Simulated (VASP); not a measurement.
CuO, 4 atoms in the cell. The structure is hexagonal, space group P6_3/mmc (No. 194). The conventional cell has a = 2.858 Å, b = 2.858 Å, c = 4.984 Å, α = 90.00°, β = 90.00°, γ = 120.00°. Within 2.7 Å of Cu (site symmetry -3m) lie 6 O at 2.07 Å and 2 Cu at 2.49 Å. Within 2.7 Å of O (site symmetry -6m2) lie 6 Cu at 2.07 Å. 

```yaml
Program: VASP 6.6.1
Task: single point
Functional: PBEsol
Potentials_or_basis: VASP PAW PBE potentials, release 64 (Cu, O)
Cutoff: 520 eV
k_mesh: 10 × 10 × 6
Occupations: fermi-dirac, width 0.05 eV
Spin: no spin polarisation
Dipole_correction: no
Further_INCAR_settings: ALGO = Normal; EDIFF = 1e-06; NBANDS = 25
```

Potentials or basis: VASP PAW PBE potentials, release 64 (Cu, O).

Run with:

```bash
$ cat potpaw_PBE.64/Cu/POTCAR potpaw_PBE.64/O/POTCAR > POTCAR
$ mpirun -np 1 vasp_std > vasp.out
```

Hardware: 1 thread of Intel(R) Xeon(R) 6975P-C (Granite Rapids) (shared host).

Question: Estimate the wall time of this run.

Answer: Wall time 23 s on 1 thread of Intel(R) Xeon(R) 6975P-C (Granite Rapids), on a shared host, peak memory 0.18 GiB. Counts: scf iterations 15, k points 56.
